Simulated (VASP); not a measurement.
Write the native input for VASP 6.6.1 that does the following.

| Quantity | Value |
| --- | --- |
| Task | single point |
| Functional | PBE |
| Potentials or basis | VASP PAW PBE potentials, release 64 (Hf_pv, Cl) |
| Cutoff | 520 eV |
| k mesh | 4 × 4 × 4 |
| Occupations | gaussian, width 0.1 eV |
| Spin | no spin polarisation |
| Dipole correction | no |
| Further INCAR settings | ALGO = Normal; EDIFF = 1e-06; NBANDS = 40 |

The structure of HfCl7 lies in POSCAR:

```
HfCl7
1.0
    0.0000000000      4.2875241896      4.2875241896
    4.2875241896      0.0000000000      4.2875241896
    4.2875241896      4.2875241896      0.0000000000
Hf Cl
1 7
Direct
    0.0000000000      0.0000000000      0.0000000000
    0.5000000000      0.5000000000      0.5000000000
    0.0000000000      0.0000000000      0.5000000000
    0.5000000000      0.0000000000      0.5000000000
    0.0000000000      0.5000000000      0.5000000000
    0.5000000000      0.5000000000      0.0000000000
    0.0000000000      0.5000000000      0.0000000000
    0.5000000000      0.0000000000      0.0000000000
```

The cell was generated, and may not be a known phase.

These files were run (other wordings do the same):

INCAR

```
SYSTEM = HfCl7
PREC     = Accurate       ! precision mode
ENCUT    = 520            ! plane-wave cutoff, eV
EDIFF    = 1E-6           ! SCF threshold, eV
ISMEAR   = 0              ! smearing method
SIGMA    = 0.1            ! smearing width, eV
LREAL    = .False.        ! projectors in reciprocal space
LASPH    = .True.         ! aspherical terms in the spheres
NELM     = 100            ! most SCF steps
ALGO     = Normal         ! electronic algorithm
ISIF     = 2              ! what is computed and relaxed
LWAVE    = .False.        ! write WAVECAR
LCHARG   = .True.         ! write CHGCAR
GGA      = PE             ! functional
LELF     = .True.         ! ELF
LVHAR    = .True.       
NBANDS   = 40             ! bands
```

KPOINTS

```
regular mesh
0
Gamma
  4 4 4
  0 0 0
```

Potentials or basis: VASP PAW PBE potentials, release 64 (Hf_pv, Cl).

Launch:

```bash
$ cat potpaw_PBE.64/Hf_pv/POTCAR potpaw_PBE.64/Cl/POTCAR > POTCAR
$ mpirun -np 1 vasp_std > vasp.out
```

Results of the run:

The pressure is -0.3 GPa. The band gap on the k mesh is zero (an odd number of electrons rules out a gap without spin polarisation).

Caveat: spin-orbit coupling is left out, which moves the levels of the heavy elements; an odd number of electrons without spin polarisation forces a metal; a magnetic or distorted state may lie lower.

Wall time 70 s on 1 thread of Intel(R) Xeon(R) Platinum 8259CL CPU @ 2.50GHz (Skylake/Cascade Lake) (shared host), peak memory 0.32 GiB.
